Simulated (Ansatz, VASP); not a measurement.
K2S in VASP and in Ansatz

```
K S
1.0
     0.00000    3.70271    3.70271
     3.70271    0.00000    3.70271
     3.70271    3.70271    0.00000
K S
2 1
Direct
  0.75000 0.75000 0.75000
  0.25000 0.25000 0.25000
  0.00000 0.00000 0.00000
```

Alike in both runs: task single point; functional LDA; k mesh 6 × 6 × 6; no spin polarisation.

|  | VASP | Ansatz |
| --- | --- | --- |
| version | VASP 6.6.1 | Ansatz 0.2.0 |
| potentials or method | VASP PAW LDA potentials, release 64 (K_sv, S) | plane waves, PAW |
| plane-wave cutoff (eV) | 500 | 420 |
| occupations | gaussian, width 0.01 eV | fixed |
| valence electrons in the cell | 24 | 24 |

|  | VASP | Ansatz | Ansatz less VASP |
| --- | --- | --- | --- |
| gap on the k mesh at the Fermi level (eV) | 2.11 | 2.11 | -0.005 |
| pressure (GPa) | -1.7 | -1.7 | -0.05 |

LDA's correlation is that of Perdew and Zunger in VASP and of Perdew and Wang (1992) in Ansatz.
